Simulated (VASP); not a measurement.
# ZnAg2S2 (P-3m1) in VASP: notebook, part 2 of 2

VASP 6.6.1.

## Step 4: Single point, PBE

File INCAR:

```
ALGO = Normal ; EDIFF = 1E-6
ENCUT = 520 ; GGA = PE
ISIF = 2 ; ISMEAR = 0
LASPH = T ; LCHARG = T
LELF = T ; LREAL = F
LVHAR = T ; LWAVE = F
NBANDS = 31 ; NELM = 100
PREC = Accurate ; SIGMA = 0.1
```

File KPOINTS:

```
k-points
0
Gamma
  6 6 4
```

File POSCAR:

```
ZnAg2S2
1.0
    3.8940417598     -0.0000000029      0.0000000000
   -1.9470208774      3.3723390889      0.0000000000
    0.0000000000      0.0000000000      7.0804663902
Zn Ag S
1 2 2
Direct
    0.0000000000      0.0000000000      0.0000000000
    0.6666666667      0.3333333333      0.3824608578
    0.3333333333      0.6666666667      0.6175391422
    0.3333333333      0.6666666667      0.1907704531
    0.6666666667      0.3333333333      0.8092295469
```

Potentials or basis: VASP PAW PBE potentials, release 64 (Zn, Ag, S).

The run is started by

```console
cat potpaw_PBE.64/Zn/POTCAR potpaw_PBE.64/Ag/POTCAR potpaw_PBE.64/S/POTCAR > POTCAR
mpirun -np 1 vasp_std > vasp.out
```

OUTCAR:

```text
EDIFF = 1E-6
   ENCUT = 520
   GGA = PE
   ISIF = 2
   ISMEAR = 0
   LASPH = T
   LREAL = F
   NELM = 100
   PREC = Accurate

 ion  position               nearest neighbor table
   1  0.000  0.000  0.000-   4 2.62   5 2.62   5 2.62   4 2.62   5 2.62   4 2.62
   2  0.667  0.333  0.382-   4 2.63   4 2.63   4 2.63   3 2.80   3 2.80   3 2.80   5 3.02
   3  0.333  0.667  0.618-   5 2.63   5 2.63   5 2.63   2 2.80   2 2.80   2 2.80   4 3.02
   4  0.333  0.667  0.191-   1 2.62   1 2.62   1 2.62   2 2.63   2 2.63   2 2.63   3 3.02
   5  0.667  0.333  0.809-   1 2.62   1 2.62   1 2.62   3 2.63   3 2.63   3 2.63   2 3.02

  LATTYP: Found a hexagonal cell.
 ALAT       =     3.8940417598
 C/A-ratio  =     1.8182820902

  Lattice vectors:

 A1 = (   3.8940417598,  -0.0000000029,   0.0000000000)
 A2 = (  -1.9470208774,   3.3723390889,   0.0000000000)
 A3 = (   0.0000000000,   0.0000000000,   7.0804663902)

Analysis of symmetry for initial positions (statically):
=====================================================================
 Subroutine PRICEL returns:
 Original cell was already a primitive cell.

 Routine SETGRP: Setting up the symmetry group for a
 hexagonal supercell.

 Subroutine GETGRP returns: Found 12 space group operations
 (whereof 12 operations were pure point group operations)
 out of a pool of 24 trial point group operations.

The static configuration has the point symmetry D_3d.

Analysis of symmetry for dynamics (positions and initial velocities):
=====================================================================
 Subroutine PRICEL returns:
 Original cell was already a primitive cell.

 Routine SETGRP: Setting up the symmetry group for a
 hexagonal supercell.

 Subroutine GETGRP returns: Found 12 space group operations
 (whereof 12 operations were pure point group operations)
 out of a pool of 24 trial point group operations.

The dynamic configuration has the point symmetry D_3d.

 Subroutine INISYM returns: Found 12 space group operations
 (whereof 12 operations are pure point group operations),
 and found     1 'primitive' translations

----------------------------------------------------------------------------------------

                                     Primitive cell

  volume of cell :      92.9809

  direct lattice vectors                    reciprocal lattice vectors
     3.894041760 -0.000000003  0.000000000     0.256802588  0.148265043  0.000000000
    -1.947020877  3.372339089  0.000000000     0.000000000  0.296530086  0.000000000
     0.000000000  0.000000000  7.080466390     0.000000000  0.000000000  0.141233634

  length of vectors
     3.894041760  3.894041760  7.080466390     0.296530086  0.296530086  0.141233634

  position of ions in fractional coordinates (direct lattice)
     0.000000000  0.000000000  0.000000000
     0.666666667  0.333333333  0.382460858
     0.333333333  0.666666667  0.617539142
     0.333333333  0.666666667  0.190770453
     0.666666667  0.333333333  0.809229547

  ion indices of the primitive-cell ions
   primitive index   ion index
                 1           1
                 2           2
                 3           3
                 4           4
                 5           5

----------------------------------------------------------------------------------------

 KPOINTS: k-points
[... 26 lines left out ...]
  0.166667 -0.000000  0.000000      6.000000
  0.333333  0.000000  0.000000      6.000000
  0.500000  0.000000  0.000000      3.000000
  0.166667  0.166667  0.000000      6.000000
  0.333333  0.166667  0.000000     12.000000
[... 16 lines left out ...]
  0.333333  0.166667  0.500000     12.000000
  0.333333  0.333333  0.500000      2.000000
   k-points           NKPTS =     24   k-points in BZ     NKDIM =     24   number of bands    NBANDS=     31
   number of dos      NEDOS =    301   number of ions     NIONS =      5
   total plane-waves  NPLWV =  48600
   dimension x,y,z NGX =    30 NGY =   30 NGZ =   54
   dimension x,y,z NGXF=    60 NGYF=   60 NGZF=  108
   ions per type =               1   2   2
   NGX,Y,Z   is equivalent  to a cutoff of  12.81, 12.81, 12.68 a.u.
   NGXF,Y,Z  is equivalent  to a cutoff of  25.62, 25.62, 25.36 a.u.
 SYSTEM =  unknown system
   PREC   = accura    normal or accurate (medium, high low for compatibility)
   ISTART =      0    job   : 0-new  1-cont  2-samecut
   ICHARG =      2    charge: 1-file 2-atom 10-const
   ISPIN  =      1    spin polarized calculation?
   LNONCOLLINEAR =      F non collinear calculations
   LSORBIT =      F    spin-orbit coupling
   LASPH  =      T    aspherical Exc in radial PAW
   ENCUT  =  520.0 eV  38.22 Ry    6.18 a.u.   7.24  7.24 13.16*2*pi/ulx,y,z
   NELM   =    100;   NELMIN=  2; NELMDL= -5     # of ELM steps
   EDIFF  = 0.1E-05   stopping-criterion for ELM
   LREAL  =      F    real-space projection
   EDIFFG = 0.1E-04   stopping-criterion for IOM
   NSW    =      0    number of steps for IOM
   IBRION =     -1    ionic relax: 0-MD 1-quasi-New 2-CG
   NFREE  =      0    steps in history (QN), initial steepest desc. (CG)
   ISIF   =      2    stress and relaxation
   ISYM   =      2    0-nonsym 1-usesym 2-fastsym
   POTIM  = 0.5000    time-step for ionic-motion
   TEBEG  =    0.0;   TEEND  =   0.0 temperature during run
   PSTRESS=    0.0 pullay stress
   NELECT =      46.0000    total number of electrons
   NUPDOWN=      -1.0000    fix difference up-down
   EMIN   =  10.00;   EMAX   =-10.00  energy-range for DOS
   EFERMI =   0.00;   METHOD = LEGACY
   ISMEAR =     0;   SIGMA  =   0.10  broadening in eV -4-tet -1-fermi 0-gaus
   EFERMI_NEDOS =   21; number of points for ismear=-14 and -15
   IALGO  =     38    algorithm
   IMIX   =      4    mixing-type and parameters
     AMIX     =   0.40;   BMIX     =  1.00
     AMIX_MAG =   1.60;   BMIX_MAG =  1.00
  volume/ion in A,a.u.               =      18.60       125.49
  Fermi-wavevector in a.u.,A,eV,Ry     =   1.294781  2.446781 22.809582  1.676457
  Thomas-Fermi vector in A             =   2.426342
   LORBIT       =      0    0 simple, 1 ext, 2 COOP (PROOUT), +10 PAW based schemes
   GGA     = PE    functional components
   LHFCALC =     F    Hartree Fock is set to
   AEXX    =    0.0000 exact exchange contribution
   IVDW    =     0    specifies the selected vdW correction
   LEPSILON=     F    determine dielectric tensor
   LRPA    =     F    only Hartree local field effects (RPA)
 non-spin polarized calculation
 Gauss-broadening in eV      SIGMA  =   0.10
  energy-cutoff  :      520.00
  volume of cell :       92.98
 maximum number of plane-waves:      2512
 NGX is ok and might be reduce to    30
   NGX = 15   NGY = 15   NGZ = 27

 number of electron      45.9999993 magnetization

 Free energy of the ion-electron system (eV)
  ---------------------------------------------------
  ext. energy  EPLUGINS =         0.00000000
  ---------------------------------------------------
  free energy    TOTEN  =       -15.42145261 eV

  energy without entropy =      -15.41962815  energy(sigma->0) =      -15.42054038

 E-fermi :   5.0698     XC(G=0): -10.7186

 val. band max:        4.9991924596   @ k =   0.5000   0.0000   0.0000
 cond. band min:       5.5871917346   @ k =   0.0000   0.0000   0.2500
 fundamental gap:      0.5879992750
 Fermi energy:         5.0698057130

 k-point     1 :       0.0000    0.0000    0.0000
  band No.  band energies     occupation
      1      -8.2860      2.00000
      2      -7.2630      2.00000
      3      -1.6363      2.00000
      4      -1.5588      2.00000
      5      -1.5588      2.00000
      6      -1.3048      2.00000
[... 805 lines left out ...]
     30      12.4358      0.00000
     31      12.5809      0.00000

------------------------ aborting loop because EDIFF is reached ----------------------------------------

  FORCE on cell =-STRESS in cart. coord.  units (eV):
  Direction    XX          YY          ZZ          XY          YZ          ZX
  --------------------------------------------------------------------------------------
  -------------------------------------------------------------------------------------
  Total       -0.0236033     -0.0236033     -0.0353304      0.0000000      0.0000000     -0.0000000
  in kB       -0.4067141     -0.4067141     -0.6087871      0.0000000      0.0000000     -0.0000000
  external PRESSURE =      -0.4740717 kB  Pullay stress =       0.0000000 kB

 VOLUME and BASIS-vectors are now :
 -----------------------------------------------------------------------------
  energy-cutoff  :      520.00
  volume of cell :       92.98
      direct lattice vectors                 reciprocal lattice vectors
     3.894041760 -0.000000003  0.000000000     0.256802588  0.148265043  0.000000000
    -1.947020877  3.372339089  0.000000000     0.000000000  0.296530086  0.000000000
     0.000000000  0.000000000  7.080466390     0.000000000  0.000000000  0.141233634

 POSITION                                       TOTAL-FORCE (eV/Angst)
 -----------------------------------------------------------------------------------
      0.00000      0.00000      0.00000         0.000000     -0.000000     -0.000000
      1.94702      1.12411      2.70800         0.000000     -0.000000      0.003982
      0.00000      2.24823      4.37247        -0.000000      0.000000     -0.003982
      0.00000      2.24823      1.35074         0.000000     -0.000000      0.013934
      1.94702      1.12411      5.72972        -0.000000      0.000000     -0.013934
 -----------------------------------------------------------------------------------
    total drift:                               -0.000000      0.000000      0.000000

  FREE ENERGIE OF THE ION-ELECTRON SYSTEM (eV)
  ---------------------------------------------------
  free  energy   TOTEN  =       -15.4214526065 eV

  energy  without entropy=      -15.4196281528  energy(sigma->0) =      -15.42054038
```

OSZICAR:

```text
N       E                     dE             d eps       ncg     rms          rms(c)
DAV:   1     0.335009058483E+03    0.33501E+03   -0.22141E+04  1488   0.161E+03
DAV:   2     0.102618189009E+02   -0.32475E+03   -0.30655E+03  1558   0.366E+02
DAV:   3    -0.159079605571E+02   -0.26170E+02   -0.25645E+02  1750   0.104E+02
DAV:   4    -0.165628848652E+02   -0.65492E+00   -0.65370E+00  1705   0.168E+01
DAV:   5    -0.165738224903E+02   -0.10938E-01   -0.10934E-01  1766   0.218E+00    0.115E+01
DAV:   6    -0.154071421585E+02    0.11667E+01   -0.29282E+00  2094   0.275E+01    0.942E+00
DAV:   7    -0.154356744500E+02   -0.28532E-01   -0.11870E+00  1723   0.585E+00    0.454E+00
DAV:   8    -0.154241635607E+02    0.11511E-01   -0.95397E-02  1967   0.405E+00    0.971E-01
DAV:   9    -0.154211172098E+02    0.30464E-02   -0.19126E-02  1955   0.252E+00    0.166E-01
DAV:  10    -0.154213716548E+02   -0.25444E-03   -0.26751E-03  1720   0.389E-01    0.146E-01
DAV:  11    -0.154214683585E+02   -0.96704E-04   -0.28140E-04  1943   0.225E-01    0.385E-02
DAV:  12    -0.154214487359E+02    0.19623E-04   -0.12471E-04  1986   0.185E-01    0.206E-02
DAV:  13    -0.154214526812E+02   -0.39453E-05   -0.24676E-05  1747   0.407E-02    0.404E-03
DAV:  14    -0.154214526065E+02    0.74695E-07   -0.16054E-06  1265   0.781E-03
   1 F= -.15421453E+02 E0= -.15420540E+02  d E =-.182445E-02
```

stdout:

```text
POSCAR found type information on POSCAR ZnAgS
 POSCAR found :  3 types and       5 ions
 scaLAPACK will be used
 LDA part: xc-table for (Slater+PW92), standard interpolation
 POSCAR, INCAR and KPOINTS ok, starting setup
 FFT: planning ... GRIDC
 FFT: planning ... GRID_SOFT
 FFT: planning ... GRID
 WAVECAR not read
 entering main loop
```

Wall time 2.1 min (1 thread of Intel Xeon Platinum 8259CL at 2.50GHz (Skylake/Cascade Lake), shared host); peak memory 0.24 GiB.

Results:

```yaml
Free_energy: -15.4215 eV
Pressure: 0.0 GPa
Largest_force: 0.014 eV/Å
Band_gap_on_the_k_mesh: zero (bands 23 and 24 overlap by 0.18 eV)
```

Forces in eV/Å, atoms in the order of the input:
```
Zn   0.000  0.000  0.000
Ag   0.000  0.000  0.004
Ag   0.000  0.000 -0.004
S    0.000  0.000  0.014
S    0.000  0.000 -0.014
```

## Step 5: Summary

```csv
task,cell,k mesh,cutoff (eV),gap on the mesh (eV),pressure (GPa),largest force (eV/Å)
single point,"a = 3.885, b = 3.885, c = 7.112 Å, angles 90.0, 90.0, 120.0°, 5 atoms",12 × 12 × 6,520,none,-0.1,0.02
relaxation of cell and atoms,"relaxed from a = 3.894, b = 3.894, c = 7.080 Å, angles 90.0, 90.0, 120.0°, 5 atoms",12 × 12 × 6,600,none,0.0,0.01
single point,"a = 3.894, b = 3.894, c = 7.080 Å, angles 90.0, 90.0, 120.0°, 5 atoms",6 × 6 × 4,520,none,0.0,0.01
```

Alike in all rows: level PBE; potentials or basis VASP PAW PBE potentials, release 64 (Zn, Ag, S); no spin polarisation; smearing gaussian 0.1 eV.

Absolute energies hang on the potentials; compare differences alone.
